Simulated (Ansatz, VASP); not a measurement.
## Zr2PdS3 in VASP and in Ansatz

```
CELL_PARAMETERS angstrom
3.63473 0.00000 0.00000
0.00000 3.63473 0.00000
0.00000 0.00000 7.78147
ATOMIC_POSITIONS crystal
Zr 0.50000 0.00000 0.27883
Zr 0.00000 0.50000 0.72117
Pd 0.50000 0.50000 0.00000
S 0.00000 0.00000 0.00000
S 0.50000 0.00000 0.62593
S 0.00000 0.50000 0.37407
```

Change from the starting cell: species swapped into the Mn3CoAs2 type (P-4m2, No. 115).

Alike in both runs: task relaxation of cell and atoms; functional PBE; k mesh 10 × 10 × 6; occupations gaussian, width 0.1 eV; no spin polarisation.

|  | VASP | Ansatz |
| --- | --- | --- |
| version | VASP 6.6.1 | Ansatz 0.2.0 |
| potentials or method | VASP PAW PBE potentials, release 64 (Zr_sv, Pd, S), cutoff 600 eV | scalar-relativistic, plane waves, PAW |
| valence electrons in the cell | 52 | 60 |

|  | VASP | Ansatz | Ansatz less VASP |
| --- | --- | --- | --- |
| gap on the k mesh at the Fermi level, each at its own relaxed structure (eV) | none | none | - |
| relaxed volume (Å³/atom) | 17.15 | 17.16 | +0.004 |
| relaxed cell length with the largest relative difference (Å) | 7.798 | 7.787 | -0.0109 |

A gap of «none» marks a metal or a gap that the smearing closes. VASP's potentials hold 52 valence electrons a cell and Ansatz's 60, so a difference there can come from the potentials and not from the codes.
